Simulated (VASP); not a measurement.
# Pt (Fm-3m) in VASP: further runs, part 2 of 2

VASP 6.6.1. The steps go on from the part before.

### Step 3. Single point, RPBE

This run uses another cell than the first one, of 15.87 Å³/atom, 1.052 times its volume.

INCAR reads:

```
SYSTEM = Pt
ALGO = Normal
EDIFF = 1E-6
ENCUT = 500
GGA = RP
GGA_COMPAT = .False.
ISIF = 2
ISMEAR = 0
LASPH = .True.
LCHARG = .False.
LREAL = .False.
LWAVE = .False.
NBANDS = 11
NELM = 120
PREC = Accurate
SIGMA = 0.1
```

KPOINTS reads:

```
k-points
0
Gamma
  8 8 8
  0 0 0
```

POSCAR reads:

```
Pt
1.0
    0.0000000000      1.9946202033      1.9946202033
    1.9946202033      0.0000000000      1.9946202033
    1.9946202033      1.9946202033      0.0000000000
Pt
1
Direct
    0.0000000000      0.0000000000      0.0000000000
```

Potentials or basis: VASP PAW PBE potentials, release 64 (Pt).

Run with:

```console
> cat potpaw_PBE.64/Pt/POTCAR > POTCAR
> mpirun -np 1 vasp_std > vasp.out
```

OUTCAR:

```text
SYSTEM = Pt
   EDIFF = 1E-6
   ENCUT = 500
   GGA = RP
   ISIF = 2
   ISMEAR = 0
   LASPH = .True.
   LREAL = .False.
   NELM = 120
   PREC = Accurate

 ion  position               nearest neighbor table
   1  0.000  0.000  0.000-

  LATTYP: Found a face centered cubic cell.
 ALAT       =     3.9892404066

  Lattice vectors:

 A1 = (   0.0000000000,   1.9946202033,   1.9946202033)
 A2 = (   1.9946202033,   0.0000000000,   1.9946202033)
 A3 = (   1.9946202033,   1.9946202033,   0.0000000000)
[... 506 lines left out ...]
      2       5.9530      2.00000
      3       7.2187      2.00000
      4       7.8988      2.00000
      5      10.1721      1.95746
      6      14.6833      0.00000
      7      15.6119      0.00000
      8      24.6491      0.00000
      9      25.1732      0.00000
     10      29.2733      0.00000
     11      36.0072      0.00000

 [... further k-points ...]
[... 5 lines left out ...]
  --------------------------------------------------------------------------------------
  -------------------------------------------------------------------------------------
  Total       -0.0549663     -0.0549663     -0.0549663      0.0000000     -0.0000000      0.0000000
  in kB       -5.5487684     -5.5487684     -5.5487684      0.0000000     -0.0000000      0.0000000
  external PRESSURE =      -5.5487684 kB  Pullay stress =       0.0000000 kB

 VOLUME and BASIS-vectors are now :
 -----------------------------------------------------------------------------
  energy-cutoff  :      500.00
  volume of cell :       15.87
      direct lattice vectors                 reciprocal lattice vectors
     0.000000000  1.994620203  1.994620203    -0.250674288  0.250674288  0.250674288
     1.994620203  0.000000000  1.994620203     0.250674288 -0.250674288  0.250674288
     1.994620203  1.994620203  0.000000000     0.250674288  0.250674288 -0.250674288

 POSITION                                       TOTAL-FORCE (eV/Angst)
 -----------------------------------------------------------------------------------
      0.00000      0.00000      0.00000         0.000000      0.000000      0.000000
 -----------------------------------------------------------------------------------
    total drift:                               -0.000000     -0.000000     -0.000000

  FREE ENERGIE OF THE ION-ELECTRON SYSTEM (eV)
  ---------------------------------------------------
  free  energy   TOTEN  =        -5.4443992801 eV

  energy  without entropy=       -5.4344521289  energy(sigma->0) =       -5.43942570
```

OSZICAR:

```text
N       E                     dE             d eps       ncg     rms          rms(c)
DAV:   1     0.392179565107E+02    0.39218E+02   -0.51705E+03   654   0.815E+02
DAV:   2    -0.524166775915E+01   -0.44460E+02   -0.42732E+02   733   0.173E+02
DAV:   3    -0.579773662608E+01   -0.55607E+00   -0.54681E+00   731   0.186E+01
DAV:   4    -0.579990756412E+01   -0.21709E-02   -0.21707E-02   731   0.136E+00
DAV:   5    -0.579992516113E+01   -0.17597E-04   -0.17599E-04   746   0.117E-01    0.109E+01
DAV:   6    -0.548144588798E+01    0.31848E+00   -0.74032E-01   680   0.690E+00    0.586E+00
DAV:   7    -0.544714613628E+01    0.34300E-01   -0.13639E-01   725   0.291E+00    0.239E+00
DAV:   8    -0.544461188485E+01    0.25343E-02   -0.51611E-03   689   0.588E-01    0.576E-01
DAV:   9    -0.544439849642E+01    0.21339E-03   -0.15283E-04   707   0.104E-01    0.746E-02
DAV:  10    -0.544439928008E+01   -0.78367E-06   -0.65750E-06   786   0.217E-02
   1 F= -.54443993E+01 E0= -.54394257E+01  d E =-.994715E-02
```

It used 7.7 s of CPU time on 1 thread of AMD EPYC 7R13 Processor (Zen 3), on a shared host.

Results:

| Quantity | Value |
| --- | --- |
| Free energy | -5.4444 eV |
| Pressure | -0.6 GPa |
| Band gap on the k mesh | zero (band 5 reaches 10.79 eV, above the bottom of band 6 at 8.76 eV) |

Levels at points of the mesh, in eV from the Fermi level:
```csv
k point,band 3,band 4,band 5,band 6,band 7,band 8
"(0.00, 0.00, 0.00)",-3.43,-3.43,-1.47,-1.47,14.83,19.53
"(0.50, 0.00, 0.00)",-3.49,-0.16,0.06,0.06,5.54,14.39
"(0.50, 0.50, 0.00)",0.02,0.47,0.47,1.98,8.43,11.33
```

Caveat: the PAW data sets were made with another functional, which shifts forces and pressure a little; spin-orbit coupling is left out, which moves the levels of the heavy elements.

### Step 4. Relaxation of cell and atoms, RPBE

INCAR reads:

```
PREC = Accurate
ENCUT = 500
EDIFF = 1E-7
ISMEAR = 0
SIGMA = 0.1
LREAL = F
LASPH = T
NELM = 120
ALGO = Normal
ISIF = 3
LWAVE = F
LCHARG = F
GGA = RP
IBRION = 2
NSW = 100
EDIFFG = -0.05
GGA_COMPAT = F
NELMIN = 4
```

KPOINTS reads:

```
regular mesh
0
Gamma
  8 8 8
```

POSCAR reads:

```
Pt
1.0
    0.0000000000      1.9609000000      1.9609000000
    1.9609000000      0.0000000000      1.9609000000
    1.9609000000      1.9609000000      0.0000000000
Pt
1
Direct
    0.0000000000      0.0000000000      0.0000000000
```

Run with:

```console
> cat potpaw_PBE.64/Pt/POTCAR > POTCAR
> mpirun -np 1 vasp_std > vasp.out
```

It used 15 s of CPU time on 1 thread of AMD EPYC 7R13 Processor (Zen 3), with other jobs on the host.

Results (log left out):

* Free energy: -5.4438 eV
* Relaxed volume: 15.84 Å³/atom
* Relaxed cell: a = 2.819 Å, b = 2.819 Å, c = 2.819 Å, α = 60.00°, β = 60.00°, γ = 60.00°
* Space group after relaxing (to 0.05 Å): Fm-3m (No. 225)
* Energy gained by relaxing: 29.2 meV/atom
* Ionic steps: 4
* Pressure after relaxing: -0.1 GPa
* Band gap on the k mesh: zero (band 5 reaches 10.83 eV, above the bottom of band 6 at 8.79 eV)

The path:
| step | energy change (eV) | largest force (eV/Å) | pressure (GPa) | volume (Å³) |
| --- | --- | --- | --- | --- |
| 1 | 0.0000 | 0.0000 | 13.08 | 15.08 |
| 2 | 0.1190 | 0.0000 | -19.82 | 17.93 |
| 3 | -0.0291 | 0.0000 | -0.68 | 15.88 |
| 4 | -0.0292 | 0.0000 | -0.07 | 15.84 |

Final structure:
```xyz
1
Lattice="0.0000 1.9933 1.9933 1.9933 0.0000 1.9933 1.9933 1.9933 0.0000" Properties=species:S:1:pos:R:3 pbc="T T T"
Pt    0.0000    0.0000    0.0000
```

Levels at points of the mesh, in eV from the Fermi level:
| k point | band 3 | band 4 | band 5 | band 6 | band 7 | band 8 |
| --- | --- | --- | --- | --- | --- | --- |
| (0.00, 0.00, 0.00) | -3.44 | -3.44 | -1.47 | -1.47 | 14.82 | 19.53 |
| (0.50, 0.00, 0.00) | -3.50 | -0.17 | 0.06 | 0.06 | 5.55 | 14.38 |
| (0.50, 0.50, 0.00) | 0.02 | 0.47 | 0.47 | 1.98 | 8.45 | 11.34 |

Caveat: the PAW data sets were made with another functional, which shifts forces and pressure a little; spin-orbit coupling is left out, which moves the levels of the heavy elements. RPBE and its kin give volumes clearly too large for solids.

### Step 5. The runs side by side

```csv
task,cell,gap on the mesh (eV),pressure (GPa)
single point,"a = 2.773 Å, angles 60.0°, 1 atom",none,13.1
single point,"a = 2.821 Å, angles 60.0°, 1 atom",none,-0.6
relaxation of cell and atoms,"relaxed from a = 2.773 Å, angles 60.0°, 1 atom",none,-0.1
```

Alike in all rows: level RPBE; potentials or basis VASP PAW PBE potentials, release 64 (Pt); no spin polarisation; k mesh 8 × 8 × 8; cutoff (eV) 500; smearing gaussian 0.1 eV.

Caveats: the PAW data sets were made with another functional, which shifts forces and pressure a little; spin-orbit coupling is left out, which moves the levels of the heavy elements.

Total energies depend on the potentials used, so only differences within one code and one set of settings carry meaning.
